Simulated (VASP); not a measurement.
BeS (l.bB):

```
CELL_PARAMETERS angstrom
0.00000 2.42000 2.42000
2.42000 0.00000 2.42000
2.42000 2.42000 0.00000
ATOMIC_POSITIONS crystal
Be 0.00000 0.00000 0.00000
S 0.25000 0.25000 0.25000
```

```yaml
Program: VASP 6.6.1
Task: relaxation of cell and atoms
Functional: LDA
Potentials_or_basis: VASP PAW LDA potentials, release 64 (Be, S)
Cutoff: 600 eV
k_mesh: 8 × 8 × 8
Occupations: gaussian, width 0.02 eV
Spin: no spin polarisation
```

At the start: pressure -2.6 GPa; volume 14.17 Å³/atom.

Q: How do energy, volume and symmetry change on relaxing?

A: Over 3 steps the energy falls by 3.0 meV/atom and the volume is 13.80 Å³/atom (-2.6 %); space group F-43m (No. 216, to 0.05 Å).

Step by step:
```csv
step,energy change (eV),largest force (eV/Å),pressure (GPa),volume (Å³)
1,0.0000,0.0000,-2.58,28.34
2,-0.0057,0.0000,0.68,27.42
3,-0.0061,0.0000,0.00,27.60
```

Final structure:
```
Be S
1.0
     0.00000    2.39866    2.39866
     2.39866    0.00000    2.39866
     2.39866    2.39866    0.00000
Be S
1 1
Direct
  0.00000 0.00000 0.00000
  0.25000 0.25000 0.25000
```
